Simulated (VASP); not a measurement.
A run of VASP 6.6.1 is set up as follows.

The input INCAR:

```
PREC     = Accurate       # precision mode
ENCUT    = 520            # plane-wave cutoff, eV
EDIFF    = 1E-6           # SCF threshold, eV
ISMEAR   = 0              # smearing method
SIGMA    = 0.1            # smearing width, eV
LREAL    = False          # projectors in reciprocal space
LASPH    = True           # aspherical terms in the spheres
NELM     = 60             # most SCF steps
ALGO     = Normal         # electronic algorithm
ISIF     = 2              # what is computed and relaxed
LWAVE    = False          # write WAVECAR
LCHARG   = False          # write CHGCAR
GGA      = PS             # functional
NBANDS   = 15             # bands
```

Contents of KPOINTS:

```
Automatic mesh
0
Gamma
  12 12 15
```

POSCAR

```
TaN
1.0
    2.9726300281     -0.0000000201      0.0003453449
   -0.0000000201      2.9726300281      0.0003453449
    1.4865816883      1.4865816883      2.2340547804
Ta N
1 1
Direct
    0.0000000000      0.0000000000      0.0000000000
    0.5000000000      0.5000000000      0.0000000000
```

Potentials or basis: VASP PAW PBE potentials, release 64 (Ta_pv, N).

Run with:

```console
$ cat potpaw_PBE.64/Ta_pv/POTCAR potpaw_PBE.64/N/POTCAR > POTCAR
$ mpirun -np 1 vasp_std > vasp.out
```

Question: Estimate the pressure.

Answer: 29.3 GPa.

Question: Estimate the band gap on the k mesh.

Answer: Zero (bands 8 and 9 overlap by 4.02 eV).

Stress tensor (GPa, compression positive):
```
43.37 -0.11  0.00
-0.11 43.37  0.00
 0.00  0.00  1.10
```

Caveat: the cell stands under pressure; the PAW data sets were made with another functional, which shifts forces and pressure a little; spin-orbit coupling is left out, which moves the levels of the heavy elements.
